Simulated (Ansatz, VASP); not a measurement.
# One calculation of AlN, two programs

```xyz
2
Lattice="0.0000 2.2067 2.1614 2.2067 0.0000 2.1614 2.2067 2.2067 0.0000" Properties=species:S:1:pos:R:3 pbc="T T T"
Al    0.0000    0.0000    0.0000
N     1.1034    1.1034    1.0807
```

Change from the starting cell: epitaxial_xy strain +1.0%.

Alike in both runs: task single point; functional r2SCAN; k mesh 10 × 10 × 10; no spin polarisation.

|  | VASP | Ansatz |
| --- | --- | --- |
| version | VASP 6.6.1 | Ansatz 0.2.0 |
| potentials or method | VASP PAW PBE potentials, release 64 (Al, N) | plane waves, PAW |
| plane-wave cutoff (eV) | 520 | 500 |
| occupations | gaussian, width 0.01 eV | fixed |
| valence electrons in the cell | 8 | 8 |

|  | VASP | Ansatz | Ansatz less VASP |
| --- | --- | --- | --- |
| gap on the k mesh at the Fermi level (eV) | 3.81 | 3.82 | +0.007 |
| pressure (GPa) | -2.3 | -1.9 | +0.40 |
| traceless stress, the component that is largest in VASP (GPa) | 1.91 | 1.91 | -0.004 |

VASP's potentials were made for PBE, not for r2SCAN.
